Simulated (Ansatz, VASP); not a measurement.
GaCuSe2: VASP beside Ansatz

```xyz
8
Lattice="-2.8096 2.8096 5.5130 2.8096 -2.8096 5.5130 2.8096 2.8096 -5.5130" Properties=species:S:1:pos:R:3 pbc="T T T"
Ga    0.0000    0.0000    5.5130
Ga    2.8096    0.0000    2.7565
Cu    0.0000    0.0000    0.0000
Cu    0.0000    2.8096    2.7565
Se    1.3677    1.4048    1.3783
Se    1.4048    4.2514   -1.3782
Se    1.4419    1.4048    6.8913
Se    1.4048   -1.4419    4.1347
```

Alike in both runs: functional PBE; k mesh 7 × 7 × 7; occupations fermi-dirac, width 0.02 eV; no spin polarisation.

Ansatz relaxed the structure, and its values are those at the end. VASP's run is a single point on that final structure, the one shown.

|  | VASP | Ansatz |
| --- | --- | --- |
| version | VASP 6.6.1 | Ansatz 0.2.0 |
| potentials or method | VASP PAW PBE potentials, release 64 (Ga_d, Cu, Se) | plane-wave PAW, scalar-relativistic |
| plane-wave cutoff (eV) | 520 | 420 |
| valence electrons in the cell | 72 | 128 |

Ansatz gave:

- pressure (GPa): 2.6
- rms of the force components (eV/Å): 0.000

Question: Estimate VASP's values.

Answer: Pressure (GPa): 2.8; rms of the force components (eV/Å): 0.005.

The functional is the same, so the differences come from potentials, cutoffs and numerics. VASP's potentials hold 72 valence electrons a cell and Ansatz's 128, so a difference there can come from the potentials and not from the codes. Ansatz's warnings: stress scf threshold loose.
